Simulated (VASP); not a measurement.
# Sr (Fm-3m) in VASP: a series of runs, part 2 of 2

VASP 6.6.1. Earlier steps stand in the parts before.

### Step 4. Single point, r2SCAN

This run uses another cell than the first one, of 56.99 Å³/atom, 1.021 times its volume.

File POSCAR:

```
Sr
1.0
    0.0000000000      3.0544466780      3.0544466780
    3.0544466780      0.0000000000      3.0544466780
    3.0544466780      3.0544466780      0.0000000000
Sr
1
Direct
    0.0000000000      0.0000000000      0.0000000000
```

File INCAR.step1:

```
PREC = Accurate
ENCUT = 520
ISMEAR = -1
SIGMA = 0.15
LREAL = F
LASPH = T
NELM = 80
NBANDS = 11
GGA = PE
ALGO = Normal
EDIFF = 1E-4
LWAVE = T
LCHARG = F
```

File INCAR.step2:

```
PREC = Accurate
ENCUT = 520
EDIFF = 1E-6
ISMEAR = -1
SIGMA = 0.15
LREAL = F
LASPH = T
NELM = 80
ALGO = Normal
ISIF = 2
LWAVE = F
LCHARG = T
METAGGA = R2SCAN
LMIXTAU = T
LELF = T
LVHAR = T
NBANDS = 11
ISTART = 1
```

File KPOINTS:

```
Automatic mesh
0
Gamma
  12 12 12
```

Potentials or basis: VASP PAW PBE potentials, release 64 (Sr_sv).

Started as:

```bash
$ cat potpaw_PBE.64/Sr_sv/POTCAR > POTCAR
$ cp INCAR.step1 INCAR
$ mpirun -np 1 vasp_std > vasp.out
$ cp INCAR.step2 INCAR
$ mpirun -np 1 vasp_std > vasp.out
```

OUTCAR:

```text
PREC = Accurate
   ENCUT = 520
   EDIFF = 1E-6
   ISMEAR = -1
   LREAL = F
   LASPH = T
   NELM = 80
   ISIF = 2
   METAGGA = R2SCAN
   ISTART = 1

 ion  position               nearest neighbor table
   1  0.000  0.000  0.000-

  LATTYP: Found a face centered cubic cell.
 ALAT       =     6.1088933560

  Lattice vectors:

 A1 = (   0.0000000000,   3.0544466780,   3.0544466780)
 A2 = (   3.0544466780,   0.0000000000,   3.0544466780)
 A3 = (   3.0544466780,   3.0544466780,   0.0000000000)

Analysis of symmetry for initial positions (statically):
=====================================================================
 Subroutine PRICEL returns:
 Original cell was already a primitive cell.

 Routine SETGRP: Setting up the symmetry group for a
 face centered cubic supercell.

 Subroutine GETGRP returns: Found 48 space group operations
 (whereof 48 operations were pure point group operations)
 out of a pool of 48 trial point group operations.

The static configuration has the point symmetry O_h .

Analysis of symmetry for dynamics (positions and initial velocities):
=====================================================================
 Subroutine PRICEL returns:
 Original cell was already a primitive cell.

 Routine SETGRP: Setting up the symmetry group for a
 face centered cubic supercell.

 Subroutine GETGRP returns: Found 48 space group operations
 (whereof 48 operations were pure point group operations)
 out of a pool of 48 trial point group operations.

The dynamic configuration has the point symmetry O_h .

 Subroutine INISYM returns: Found 48 space group operations
 (whereof 48 operations are pure point group operations),
 and found     1 'primitive' translations

----------------------------------------------------------------------------------------

                                     Primitive cell

  volume of cell :      56.9938

  direct lattice vectors                    reciprocal lattice vectors
     0.000000000  3.054446678  3.054446678    -0.163695770  0.163695770  0.163695770
     3.054446678  0.000000000  3.054446678     0.163695770 -0.163695770  0.163695770
     3.054446678  3.054446678  0.000000000     0.163695770  0.163695770 -0.163695770

  length of vectors
     4.319639918  4.319639918  4.319639918     0.283529390  0.283529390  0.283529390

  position of ions in fractional coordinates (direct lattice)
     0.000000000  0.000000000  0.000000000

  ion indices of the primitive-cell ions
   primitive index   ion index
                 1           1

----------------------------------------------------------------------------------------

 KPOINTS: Automatic mesh

Automatic generation of k-mesh.
 Grid dimensions read from file:
 generate k-points for:   12   12   12

 Generating k-lattice:

  Cartesian coordinates                     Fractional coordinates (reciprocal lattice)
    -0.013641314  0.013641314  0.013641314     0.083333333  0.000000000  0.000000000
     0.013641314 -0.013641314  0.013641314     0.000000000  0.083333333  0.000000000
     0.013641314  0.013641314 -0.013641314     0.000000000  0.000000000  0.083333333

  Length of vectors
     0.023627449  0.023627449  0.023627449

  Shift w.r.t. Gamma in fractional coordinates (k-lattice)
     0.000000000  0.000000000  0.000000000

 Subroutine IBZKPT returns following result:
 ===========================================

 Found     72 irreducible k-points:

 Following reciprocal coordinates:
            Coordinates               Weight
  0.000000  0.000000  0.000000      1.000000
  0.083333  0.000000  0.000000      8.000000
  0.166667  0.000000  0.000000      8.000000
  0.250000  0.000000  0.000000      8.000000
  0.333333  0.000000  0.000000      8.000000
  0.416667  0.000000  0.000000      8.000000
[... 16 lines left out ...]
  0.500000  0.166667  0.000000     24.000000
 -0.416667  0.166667  0.000000     24.000000
 [... further k-points ...]
   k-points           NKPTS =     72   k-points in BZ     NKDIM =     72   number of bands    NBANDS=     11
   number of dos      NEDOS =    301   number of ions     NIONS =      1
   total plane-waves  NPLWV =  32768
   dimension x,y,z NGX =    32 NGY =   32 NGZ =   32
   dimension x,y,z NGXF=    64 NGYF=   64 NGZF=   64
   ions per type =               1
   NGX,Y,Z   is equivalent  to a cutoff of  12.32, 12.32, 12.32 a.u.
   NGXF,Y,Z  is equivalent  to a cutoff of  24.63, 24.63, 24.63 a.u.
 SYSTEM =  unknown system
   PREC   = accura    normal or accurate (medium, high low for compatibility)
   ISTART =      1    job   : 0-new  1-cont  2-samecut
   ICHARG =      0    charge: 1-file 2-atom 10-const
   ISPIN  =      1    spin polarized calculation?
   LNONCOLLINEAR =      F non collinear calculations
   LSORBIT =      F    spin-orbit coupling
   LASPH  =      T    aspherical Exc in radial PAW
   ENCUT  =  520.0 eV  38.22 Ry    6.18 a.u.   8.03  8.03  8.03*2*pi/ulx,y,z
   NELM   =     80;   NELMIN=  2; NELMDL=  0     # of ELM steps
   EDIFF  = 0.1E-05   stopping-criterion for ELM
   LREAL  =      F    real-space projection
   EDIFFG = 0.1E-04   stopping-criterion for IOM
   NSW    =      0    number of steps for IOM
   IBRION =     -1    ionic relax: 0-MD 1-quasi-New 2-CG
   NFREE  =      0    steps in history (QN), initial steepest desc. (CG)
   ISIF   =      2    stress and relaxation
   ISYM   =      2    0-nonsym 1-usesym 2-fastsym
   POTIM  = 0.5000    time-step for ionic-motion
   TEBEG  =    0.0;   TEEND  =   0.0 temperature during run
   PSTRESS=    0.0 pullay stress
   NELECT =      10.0000    total number of electrons
   NUPDOWN=      -1.0000    fix difference up-down
   EMIN   =  10.00;   EMAX   =-10.00  energy-range for DOS
   EFERMI =   0.00;   METHOD = LEGACY
   ISMEAR =    -1;   SIGMA  =   0.15  broadening in eV -4-tet -1-fermi 0-gaus
   EFERMI_NEDOS =   21; number of points for ismear=-14 and -15
   IALGO  =     38    algorithm
   IMIX   =      4    mixing-type and parameters
     AMIX     =   0.40;   BMIX     =  1.00
     AMIX_MAG =   1.60;   BMIX_MAG =  1.00
  volume/ion in A,a.u.               =      56.99       384.61
  Fermi-wavevector in a.u.,A,eV,Ry     =   0.916500  1.731933 11.428507  0.839972
  Thomas-Fermi vector in A             =   2.041362
   LORBIT       =      0    0 simple, 1 ext, 2 COOP (PROOUT), +10 PAW based schemes
   METAGGA = R2SCAN    functional components
   LHFCALC =     F    Hartree Fock is set to
   AEXX    =    0.0000 exact exchange contribution
   IVDW    =     0    specifies the selected vdW correction
   LEPSILON=     F    determine dielectric tensor
   LRPA    =     F    only Hartree local field effects (RPA)
 non-spin polarized calculation
  energy-cutoff  :      520.00
  volume of cell :       56.99
 maximum number of plane-waves:      1572
   NGX = 17   NGY = 17   NGZ = 17

 number of electron      10.0000000 magnetization

 Free energy of the ion-electron system (eV)
  ---------------------------------------------------
  ext. energy  EPLUGINS =         0.00000000
  ---------------------------------------------------
  free energy    TOTEN  =       -15.14610344 eV

  energy without entropy =      -15.05487057  energy(sigma->0) =      -15.10048700

 E-fermi :   1.4534     XC(G=0):  -7.6788

 val. band max:        1.4460499875   @ k =  -0.4167   0.2500   0.0000
 cond. band min:       1.4648353826   @ k =   0.5000   0.0833   0.0000
 fundamental gap:      0.0187853951
 Fermi energy:         1.4533863829

 k-point     1 :       0.0000    0.0000    0.0000
  band No.  band energies     occupation
      1     -36.6005      2.00000
      2     -17.8652      2.00000
      3     -17.8652      2.00000
      4     -17.8652      2.00000
      5      -2.2966      2.00000
      6       4.1477      0.00000
      7       4.1477      0.00000
      8       4.1477      0.00000
      9       5.6471      0.00000
     10       5.6471      0.00000
     11       8.8991      0.00000

 k-point     2 :       0.0833    0.0000    0.0000
  band No.  band energies     occupation
      1     -36.5996      2.00000
      2     -17.8776      2.00000
      3     -17.8668      2.00000
      4     -17.8668      2.00000
      5      -2.1826      2.00000
      6       3.9512      0.00000
      7       4.2008      0.00000
      8       4.2008      0.00000
      9       5.5719      0.00000
     10       5.5719      0.00000
     11       9.2029      0.00000
[... 295 lines left out ...]
 k-point    24 :      -0.4167    0.1667    0.0000
  band No.  band energies     occupation
      1     -36.5864      2.00000
      2     -18.0287      2.00000
      3     -17.9221      2.00000
      4     -17.8962      2.00000
      5       0.7636      1.98006
      6       1.5037      0.83386
      7       3.2938      0.00001
      8       4.2816      0.00000
      9       6.3855      0.00000
     10       6.6826      0.00000
     11       7.3642      0.00000

 [... further k-points ...]
[... 5 lines left out ...]
  --------------------------------------------------------------------------------------
  -------------------------------------------------------------------------------------
  Total        0.0053816      0.0053816      0.0053816      0.0000000     -0.0000000      0.0000000
  in kB        0.1512837      0.1512837      0.1512837      0.0000000     -0.0000000      0.0000000
  external PRESSURE =       0.1512837 kB  Pullay stress =       0.0000000 kB

 VOLUME and BASIS-vectors are now :
 -----------------------------------------------------------------------------
  energy-cutoff  :      520.00
  volume of cell :       56.99
      direct lattice vectors                 reciprocal lattice vectors
     0.000000000  3.054446678  3.054446678    -0.163695770  0.163695770  0.163695770
     3.054446678  0.000000000  3.054446678     0.163695770 -0.163695770  0.163695770
     3.054446678  3.054446678  0.000000000     0.163695770  0.163695770 -0.163695770

 POSITION                                       TOTAL-FORCE (eV/Angst)
 -----------------------------------------------------------------------------------
      0.00000      0.00000      0.00000         0.000000      0.000000     -0.000000
 -----------------------------------------------------------------------------------
    total drift:                                0.000000      0.000000      0.000000

  FREE ENERGIE OF THE ION-ELECTRON SYSTEM (eV)
  ---------------------------------------------------
  free  energy   TOTEN  =       -15.1461034398 eV

  energy  without entropy=      -15.0548705699  energy(sigma->0) =      -15.10048700
```

OUTCAR.step1:

```text
PREC = Accurate
   ENCUT = 520
   ISMEAR = -1
   LREAL = F
   LASPH = T
   NELM = 80
[... 549 lines left out ...]

 POSITION                                       TOTAL-FORCE (eV/Angst)
 -----------------------------------------------------------------------------------
      0.00000      0.00000      0.00000         0.000000      0.000000      0.000000
 -----------------------------------------------------------------------------------
    total drift:                                0.000000      0.000000     -0.000000

  FREE ENERGIE OF THE ION-ELECTRON SYSTEM (eV)
  ---------------------------------------------------
  free  energy   TOTEN  =        -1.6841159359 eV

  energy  without entropy=       -1.5856115766  energy(sigma->0) =       -1.63486376
```

Run time: 1.7 min. Hardware: 1 thread of Intel Xeon Platinum 8488C (Sapphire Rapids), shared host; peak memory 0.21 GiB.

What came out:

- Free energy: -15.1461 eV
- Pressure: 0.0 GPa
- Band gap on the k mesh: zero (band 5 reaches 1.61 eV, above the bottom of band 6 at 1.41 eV)

Caveat: the PAW data sets were made with another functional, which shifts forces and pressure a little.

### Step 5. The runs side by side

| cell | k mesh | smearing | gap on the mesh (eV) | pressure (GPa) |
| --- | --- | --- | --- | --- |
| a = 4.290 Å, angles 60.0°, 1 atom | 6 × 6 × 6 | gaussian 0.1 eV | none | 0.2 |
| a = 4.313 Å, angles 60.0°, 1 atom | 12 × 12 × 12 | gaussian 0.1 eV | none | 0.0 |
| a = 4.320 Å, angles 60.0°, 1 atom | 12 × 12 × 12 | fermi-dirac 0.15 eV | none | 0.0 |

Alike in all rows: task single point; level r2SCAN; potentials or basis VASP PAW PBE potentials, release 64 (Sr_sv); no spin polarisation; cutoff (eV) 520.

Caveats: the PAW data sets were made with another functional, which shifts forces and pressure a little.

Absolute energies hang on the potentials; compare differences alone.
